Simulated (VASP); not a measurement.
The system is NaI.

```
Na I
1.0
    -3.21924   -0.13214   -3.22729
    -3.31007   -3.33282   -0.04131
    -6.44204    3.19603    3.36300
Na I
2 2
Direct
  0.25077 0.24738 0.24428
  0.75271 0.74088 0.75159
  0.00848 0.00723 0.99860
  0.48804 0.50452 0.50552
```

| Quantity | Value |
| --- | --- |
| Program | VASP 6.6.1 |
| Task | relaxation of cell and atoms |
| Functional | PBE |
| Potentials or basis | VASP PAW PBE potentials, release 64 (Na_pv, I) |
| Cutoff | 600 eV |
| k mesh | 4 × 4 × 4 |
| Occupations | gaussian, width 0.1 eV |
| Spin | no spin polarisation |

At the start: pressure 0.3 GPa; volume 34.40 Å³/atom.

Q: How do energy, volume and symmetry change on relaxing?

A: Over 9 steps the energy falls by 5.3 meV/atom and the volume is 34.84 Å³/atom (+1.3 %); space group Fm-3m (No. 225, to 0.05 Å).

The path:
```
step  energy change (eV)  largest force (eV/Å)  pressure (GPa)  volume (Å³)
   1              0.0000                0.1064            0.25       137.58
   2             -0.0058                0.0916            0.12       138.67
   3             -0.0141                0.0559           -0.24       141.94
   4             -0.0142                0.0515           -0.28       142.40
   5             -0.0185                0.0397           -0.16       141.12
   6             -0.0204                0.0286            0.01       139.42
   7             -0.0204                0.0289            0.01       139.49
   8             -0.0207                0.0254            0.01       139.46
   9             -0.0212                0.0156            0.01       139.37
```

Final structure:
```
Na I
1.0
    -3.26688    0.00369   -3.26969
    -3.26404   -3.27271    0.00035
    -6.51793    3.26303    3.25098
Na I
2 2
Cartesian
  -3.2622 -0.0022 -0.0046
  -9.7820 -0.0018 -0.0165
  -0.0122 0.0003 -0.0073
  -6.5168 -0.0053 0.0009
```
